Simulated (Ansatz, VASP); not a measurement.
**In: VASP beside Ansatz**

POSCAR

```
In
1.0
   -1.8825252400      1.8825252400      1.8825252400
    1.8825252400     -1.8825252400      1.8825252400
    1.8825252400      1.8825252400     -1.8825252400
In
1
Direct
    0.0000000000      0.0000000000      0.0000000000
```

INCAR.step1

```
SYSTEM = In
ALGO     = Normal         ! electronic algorithm
EDIFF    = 1E-5           ! SCF threshold, eV
ENCUT    = 600            ! plane-wave cutoff, eV
GGA      = PE             ! functional
ISMEAR   = -1             ! smearing method
LASPH    = .True.         ! aspherical terms in the spheres
LCHARG   = .False.        ! write CHGCAR
LREAL    = .False.        ! projectors in reciprocal space
LWAVE    = .True.         ! write WAVECAR
NBANDS   = 12             ! bands
NELM     = 80             ! most SCF steps
PREC     = Accurate       ! precision mode
SIGMA    = 0.05           ! smearing width, eV
```

The input INCAR.step2:

```
SYSTEM = In
AEXX     = 0.25           ! exact-exchange fraction
ALGO     = Normal         ! electronic algorithm
EDIFF    = 1E-6           ! SCF threshold, eV
EDIFFG   = -0.01          ! ionic threshold
ENCUT    = 600            ! plane-wave cutoff, eV
GGA      = PE             ! functional
IBRION   = 2              ! ionic algorithm
ISIF     = 3              ! what is computed and relaxed
ISMEAR   = -1             ! smearing method
ISTART   = 1            
LASPH    = .True.         ! aspherical terms in the spheres
LCHARG   = .False.        ! write CHGCAR
LHFCALC  = .True.         ! exact exchange
LREAL    = .False.        ! projectors in reciprocal space
LWAVE    = .False.        ! write WAVECAR
NELM     = 80             ! most SCF steps
NSW      = 60             ! ionic steps
PREC     = Accurate       ! precision mode
PRECFOCK = Normal       
SIGMA    = 0.05           ! smearing width, eV
```

The input KPOINTS:

```
k-points
0
Gamma
  5 5 5
  0 0 0
```

File input:

```
crystal:
  lattice:
    - [-1.88252524, 1.88252524, 1.88252524]
    - [1.88252524, -1.88252524, 1.88252524]
    - [1.88252524, 1.88252524, -1.88252524]
  atoms:
    - { symbol: In, position: [0.0, 0.0, 0.0] }
hamiltonian:
  xc: pbe0
  pseudopotentials: { kind: paw }
kpoints:
  mp_grid: { grid: [5, 5, 5] }
scf:
  occupations: { method: fermi_dirac, width: 0.05 }
output:
  forces: true
  stress: true
  eigenvalues: true
relax:
  f_tol: 0.01
  max_steps: 40
  cell: { stress_tol: 0.05 }
```

Alike in both runs: task relaxation of cell and atoms; functional PBE0; k mesh 5 × 5 × 5; occupations fermi-dirac, width 0.05 eV; no spin polarisation.

```csv
,VASP,Ansatz
version,VASP 6.6.1,Ansatz 0.2.0
potentials or method,"VASP PAW PBE potentials, release 64 (In_d)",Ansatz PAW
plane-wave cutoff (eV),600,420
valence electrons in the cell,13,13
```

Ansatz gave:

```
gap on the k mesh at the Fermi level, each at its own relaxed structure (eV) : none
relaxed volume (Å³/atom)                                                     : 26.23
relaxed length of the cell vector where the two differ most in proportion (Å)              : 3.242
```

Task: What did VASP give for the same quantities?

Result: gap on the k mesh at the Fermi level, each at its own relaxed structure (eV): none; relaxed volume (Å³/atom): 26.63; relaxed length of the cell vector where the two differ most in proportion (Å): 3.259.

A gap of «none» marks a metal or a gap that the smearing closes.

The k mesh is coarse, so the values compare programs but aren't converged. Noted on Ansatz's run: the plane-wave basis is chosen anew once the cell has moved, so the energies of steps on either side of that aren't comparable.
